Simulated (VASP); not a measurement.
# Rb2H2Pt in VASP: single point with PBE

Aim: the single point of Rb2H2Pt with PBE.

Program: VASP 6.6.1. These are calculated values, not measurements. Logs are shortened: lines on timing, memory, paths and dates and some standing lists are left out, and cuts for length are marked.

### Step 1. The cell of the first run

The typed cell holds 5 atoms: a = 5.387 Å, b = 5.387 Å, c = 5.242 Å, α = 90.00°, β = 90.00°, γ = 120.00°.

### Step 2. Single point, PBE

Contents of INCAR:

```
SYSTEM = Rb2H2Pt
  ALGO = Normal
  EDIFF = 1E-6
  ENCUT = 570
  GGA = PE
  GGA_COMPAT = .FALSE.
  ISIF = 2
  ISMEAR = -1
  LASPH = .TRUE.
  LCHARG = .FALSE.
  LREAL = .FALSE.
  LWAVE = .FALSE.
  NBANDS = 27
  NELM = 120
  PREC = Accurate
  SIGMA = 0.0248
```

Contents of KPOINTS:

```
k-points
0
G
  4 4 4
  0 0 0
```

Contents of POSCAR:

```
Rb2H2Pt
1.0
    5.3872210000      0.0000000000      0.0000000000
   -2.6936110000      4.6654730000      0.0000000000
    0.0000000000      0.0000000000      5.2424260000
H Pt Rb
2 1 2
Direct
    0.0000000000      0.0000000000      0.3794000000
    0.0000000000      0.0000000000      0.6206000000
    0.0000000000      0.0000000000      0.0000000000
    0.3333000000      0.6667000000      0.2758000000
    0.6667000000      0.3333000000      0.7242000000
```

Potentials or basis: VASP PAW PBE potentials, release 64 (H, Pt_sv_GW, Rb_sv).

The run is started by

```
> cat potpaw_PBE.64/H/POTCAR potpaw_PBE.64/Pt_sv_GW/POTCAR potpaw_PBE.64/Rb_sv/POTCAR > POTCAR
> mpirun -np 1 vasp_std > vasp.out
```

OUTCAR:

```text
SYSTEM = Rb2H2Pt
   EDIFF = 1E-6
   ENCUT = 570
   GGA = PE
   ISIF = 2
   ISMEAR = -1
   LASPH = .TRUE.
   LREAL = .FALSE.
   NELM = 120
   PREC = Accurate

 ion  position               nearest neighbor table
   1  0.000  0.000  0.379-   3 1.99   4 3.16   4 3.16   4 3.16
   2  0.000  0.000  0.621-   3 1.99   5 3.16   5 3.16   5 3.16
   3  0.000  0.000  0.000-   1 1.99   2 1.99   4 3.43   5 3.43   5 3.43   4 3.43   5 3.43   4 3.43

   4  0.333  0.667  0.276-   1 3.16   1 3.16   1 3.16   3 3.43   3 3.43   3 3.43   5 3.90   5 3.90
                             5 3.90   5 4.25   5 4.25   5 4.25
   5  0.667  0.333  0.724-   2 3.16   2 3.16   2 3.16   3 3.43   3 3.43   3 3.43   4 3.90   4 3.90
                             4 3.90   4 4.25   4 4.25   4 4.25

  LATTYP: Found a hexagonal cell.
 ALAT       =     5.3872210000
 C/A-ratio  =     0.9731225060

  Lattice vectors:

 A1 = (   5.3872210000,   0.0000000000,   0.0000000000)
 A2 = (  -2.6936110000,   4.6654730000,   0.0000000000)
 A3 = (   0.0000000000,   0.0000000000,   5.2424260000)

Analysis of symmetry for initial positions (statically):
=====================================================================
 Subroutine PRICEL returns:
 Original cell was already a primitive cell.

 Routine SETGRP: Setting up the symmetry group for a
 hexagonal supercell.

 Subroutine GETGRP returns: Found  4 space group operations
 (whereof  4 operations were pure point group operations)
 out of a pool of 24 trial point group operations.

The static configuration has the point symmetry C_2h.

Analysis of symmetry for dynamics (positions and initial velocities):
=====================================================================
 Subroutine PRICEL returns:
 Original cell was already a primitive cell.

 Routine SETGRP: Setting up the symmetry group for a
 hexagonal supercell.

 Subroutine GETGRP returns: Found  4 space group operations
 (whereof  4 operations were pure point group operations)
 out of a pool of 24 trial point group operations.

The dynamic configuration has the point symmetry C_2h.

 Subroutine INISYM returns: Found  4 space group operations
 (whereof  4 operations are pure point group operations),
 and found     1 'primitive' translations

----------------------------------------------------------------------------------------

                                     Primitive cell

  volume of cell :     131.7628

[... 87 lines left out ...]
   ISPIN  =      1    spin polarized calculation?
   LNONCOLLINEAR =      F non collinear calculations
   LSORBIT =      F    spin-orbit coupling
   LASPH  =      T    aspherical Exc in radial PAW
   ENCUT  =  570.0 eV  41.89 Ry    6.47 a.u.  10.49 10.49 10.21*2*pi/ulx,y,z
   NELM   =    120;   NELMIN=  2; NELMDL= -5     # of ELM steps
   EDIFF  = 0.1E-05   stopping-criterion for ELM
   LREAL  =      F    real-space projection
[... 7 lines left out ...]
   TEBEG  =    0.0;   TEEND  =   0.0 temperature during run
   PSTRESS=    0.0 pullay stress
   NELECT =      38.0000    total number of electrons
   NUPDOWN=      -1.0000    fix difference up-down
   EMIN   =  10.00;   EMAX   =-10.00  energy-range for DOS
   EFERMI =   0.00;   METHOD = LEGACY
   ISMEAR =    -1;   SIGMA  =   0.02  broadening in eV -4-tet -1-fermi 0-gaus
   EFERMI_NEDOS =   21; number of points for ismear=-14 and -15
   IALGO  =     38    algorithm
   IMIX   =      4    mixing-type and parameters
     AMIX     =   0.40;   BMIX     =  1.00
     AMIX_MAG =   1.60;   BMIX_MAG =  1.00
  volume/ion in A,a.u.               =      26.35       177.84
  Fermi-wavevector in a.u.,A,eV,Ry     =   1.081613  2.043952 15.917265  1.169886
  Thomas-Fermi vector in A             =   2.217634
   LORBIT       =      0    0 simple, 1 ext, 2 COOP (PROOUT), +10 PAW based schemes
   GGA     = PE    functional components
   LHFCALC =     F    Hartree Fock is set to
   AEXX    =    0.0000 exact exchange contribution
   IVDW    =     0    specifies the selected vdW correction
   LEPSILON=     F    determine dielectric tensor
   LRPA    =     F    only Hartree local field effects (RPA)
 non-spin polarized calculation
  energy-cutoff  :      570.00
  volume of cell :      131.76
 maximum number of plane-waves:      4101
 NGX is ok and might be reduce to    42
   NGX = 21   NGY = 21   NGZ = 21

 number of electron      38.0000001 magnetization

 Free energy of the ion-electron system (eV)
  ---------------------------------------------------
  ext. energy  EPLUGINS =         0.00000000
  ---------------------------------------------------
  free energy    TOTEN  =       -14.58003134 eV

  energy without entropy =      -14.57430200  energy(sigma->0) =      -14.57716667

 E-fermi :   2.0049     XC(G=0):  -7.7505

 val. band max:        1.9762589418   @ k =  -0.2500   0.5000   0.0000
 cond. band min:       2.0400106507   @ k =   0.5000   0.0000   0.0000
 fundamental gap:      0.0637517089
 Fermi energy:         2.0048979455

 k-point     1 :       0.0000    0.0000    0.0000
  band No.  band energies     occupation
      1     -95.4390      2.00000
      2     -49.8009      2.00000
      3     -49.5094      2.00000
      4     -49.5093      2.00000
      5     -26.4206      2.00000
      6     -26.3459      2.00000
[... 709 lines left out ...]
     26       7.4680      0.00000
     27       7.6699      0.00000

------------------------ aborting loop because EDIFF is reached ----------------------------------------

  FORCE on cell =-STRESS in cart. coord.  units (eV):
  Direction    XX          YY          ZZ          XY          YZ          ZX
  --------------------------------------------------------------------------------------
  -------------------------------------------------------------------------------------
  Total       -1.1387759     -1.1384027     -4.9016197      0.0003245     -0.0002734      0.0004737
  in kB      -13.8470121    -13.8424738    -59.6015305      0.0039460     -0.0033249      0.0057599
  external PRESSURE =     -29.0970054 kB  Pullay stress =       0.0000000 kB

 VOLUME and BASIS-vectors are now :
 -----------------------------------------------------------------------------
  energy-cutoff  :      570.00
  volume of cell :      131.76
      direct lattice vectors                 reciprocal lattice vectors
     5.387221000  0.000000000  0.000000000     0.185624462  0.107170290  0.000000000
    -2.693611000  4.665473000  0.000000000     0.000000000  0.214340540  0.000000000
     0.000000000  0.000000000  5.242426000     0.000000000  0.000000000  0.190751381

 POSITION                                       TOTAL-FORCE (eV/Angst)
 -----------------------------------------------------------------------------------
      0.00000      0.00000      1.98898        -0.000309      0.000179     -1.787849
      0.00000      0.00000      3.25345         0.000309     -0.000179      1.787849
      0.00000      0.00000      0.00000         0.000000      0.000000      0.000000
     -0.00027      3.11047      1.44586         0.000397     -0.000229     -0.089766
      2.69388      1.55500      3.79656        -0.000397      0.000229      0.089766
 -----------------------------------------------------------------------------------
    total drift:                               -0.000000     -0.000000     -0.000000

  FREE ENERGIE OF THE ION-ELECTRON SYSTEM (eV)
  ---------------------------------------------------
  free  energy   TOTEN  =       -14.5800313404 eV

  energy  without entropy=      -14.5743019974  energy(sigma->0) =      -14.57716667
```

It took 54 s on 1 thread of Intel Xeon 6975P-C (Granite Rapids), shared host; peak memory 0.31 GiB.

Results:

```yaml
Free_energy: -14.5800 eV
Pressure: -2.9 GPa
Largest_force: 1.788 eV/Å
Band_gap_on_the_k_mesh: 0.06 eV (least direct gap 0.07 eV)
```

Forces in eV/Å, atoms in the order of the input:
```
H    0.000  0.000 -1.788
H    0.000  0.000  1.788
Pt   0.000  0.000  0.000
Rb   0.000  0.000 -0.090
Rb   0.000  0.000  0.090
```

Stress tensor (GPa, compression positive):
```
-1.38  0.00  0.00
 0.00 -1.38  0.00
 0.00  0.00 -5.96
```

Levels at points of the mesh, in eV from the valence-band top:
```csv
k point,band 16,band 17,band 18,band 19,band 20,band 21,band 22,band 23
"(0.00, 0.00, 0.00)",-2.01,-1.86,-1.86,-0.59,1.05,1.93,1.93,2.74
"(0.50, 0.00, 0.00)",-1.94,-1.91,-1.80,-0.41,0.06,1.13,2.13,2.61
"(0.50, 0.50, 0.00)",-1.94,-1.92,-1.80,-0.41,0.06,1.13,2.13,2.61
"(0.00, 0.00, 0.50)",-2.11,-2.11,-1.86,-1.86,2.09,2.09,2.20,3.28
"(0.50, 0.00, 0.50)",-2.08,-2.00,-1.88,-1.81,0.90,2.24,2.51,3.33
"(0.50, 0.50, 0.50)",-2.08,-2.00,-1.88,-1.81,0.90,2.24,2.51,3.33
```

Caveat: spin-orbit coupling is left out, which moves the levels of the heavy elements; forces of over 1 eV/Å act on the atoms, so gaps and moduli don't describe the material at rest. A k mesh can miss the band edges.
